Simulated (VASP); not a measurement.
Here is a VASP 6.6.1 calculation.

File INCAR:

```
SYSTEM = K3Zr2S
PREC = Accurate
ENCUT = 600
EDIFF = 1E-6
ISMEAR = 0
SIGMA = 0.1
LREAL = .FALSE.
LASPH = .TRUE.
NELM = 100
ALGO = Normal
ISIF = 3
LWAVE = .FALSE.
LCHARG = .FALSE.
GGA = PE
IBRION = 2
NSW = 90
EDIFFG = -0.04
```

Contents of KPOINTS:

```
regular mesh
0
G
  6 6 2
  0 0 0
```

The input POSCAR:

```
K3Zr2S
1.0
    4.1539570400      0.0000000000      0.0000000000
   -2.0769785200      3.5974323200      0.0000000000
    0.0000000000      0.0000000000     10.1679235000
K Zr S
3 2 1
Direct
    0.3333333300      0.6666666700      0.1659022100
    0.6666666700      0.3333333300      0.8340977900
    0.0000000000      0.0000000000      0.5000000000
    0.3333333300      0.6666666700      0.6559943000
    0.6666666700      0.3333333300      0.3440057000
    0.0000000000      0.0000000000      0.0000000000
```

Potentials or basis: VASP PAW PBE potentials, release 64 (K_sv, Zr_sv, S).

Run with:

```bash
$ cat potpaw_PBE.64/K_sv/POTCAR potpaw_PBE.64/Zr_sv/POTCAR potpaw_PBE.64/S/POTCAR > POTCAR
$ mpirun -np 1 vasp_std > vasp.out
```

Q: Predict the space group after relaxing (to 0.1 Å).

A: P-3m1 (No. 164).

Q: Estimate the relaxed cell.

A: a = 5.305 Å, b = 5.305 Å, c = 8.518 Å, α = 90.00°, β = 90.00°, γ = 120.00°.

Q: Estimate the relaxed volume.

A: 34.60 Å³/atom.

Forces on the atoms (eV/Å):
```
K    0.000  0.000 -0.007
K    0.000  0.000  0.007
K    0.000  0.000  0.000
Zr   0.000  0.000 -0.008
Zr   0.000  0.000  0.008
S    0.000  0.000  0.000
```

Caveat: the volume moved by over 15 % at a fixed basis, so the end points are rough.
